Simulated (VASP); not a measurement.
Wanted: the native input for a VASP 6.6.1 run.

```
Task                   : relaxation of cell and atoms
Functional             : LDA
Potentials or basis    : VASP PAW LDA potentials, release 64 (Al, Cu)
Cutoff                 : 600 eV
k mesh                 : 10 × 10 × 10
Occupations            : gaussian, width 0.1 eV
Spin                   : no spin polarisation
Dipole correction      : no
Further INCAR settings : ALGO = Fast; EDIFF = 1e-07; IBRION = 2; EDIFFG = -0.002; NSW = 100; ISIF = 3
```

The structure of Al2Cu lies in POSCAR:

```
Al2Cu
1.0
   -2.9988978300      2.9988978300      2.3927372900
    2.9988978300     -2.9988978300      2.3927372900
    2.9988978300      2.9988978300     -2.3927372900
Al Cu
4 2
Direct
    0.3413930800      0.1586069200      0.5000000000
    0.1586069200      0.6586069200      0.8172138400
    0.8413930800      0.3413930800      0.1827861600
    0.6586069200      0.8413930800      0.5000000000
    0.7500000000      0.7500000000      0.0000000000
    0.2500000000      0.2500000000      0.0000000000
```

The input as run:

INCAR

```
SYSTEM = Al2Cu
PREC = Accurate
ENCUT = 600
EDIFF = 1E-7
ISMEAR = 0
SIGMA = 0.1
LREAL = .False.
LASPH = .True.
NELM = 80
ALGO = Fast
ISIF = 3
LWAVE = .False.
LCHARG = .False.
IBRION = 2
NSW = 100
EDIFFG = -0.002
```

KPOINTS

```
regular mesh
0
Gamma
  10 10 10
  0 0 0
```

Potentials or basis: VASP PAW LDA potentials, release 64 (Al, Cu).

Run with:

```bash
$ cat potpaw_LDA.64/Al/POTCAR potpaw_LDA.64/Cu/POTCAR > POTCAR
$ mpirun -np 1 vasp_std > vasp.out
```

Results of the run:

```json
{
  "Relaxed volume": "14.08 Å³/atom",
  "Relaxed cell": "a = 4.834 Å, b = 4.834 Å, c = 4.834 Å, α = 104.21°, β = 104.21°, γ = 120.61°",
  "Space group after relaxing (to 0.1 Å)": "I4/mcm (No. 140)",
  "Energy gained by relaxing": "2.3 meV/atom",
  "Ionic steps": "12",
  "Pressure after relaxing": "0.0 GPa",
  "Band gap on the k mesh": "zero (bands 17 and 18 overlap by 4.46 eV)"
}
```

Wall time 32 min on 1 thread of Intel Xeon 8259CL (shared host), peak memory 0.37 GiB.
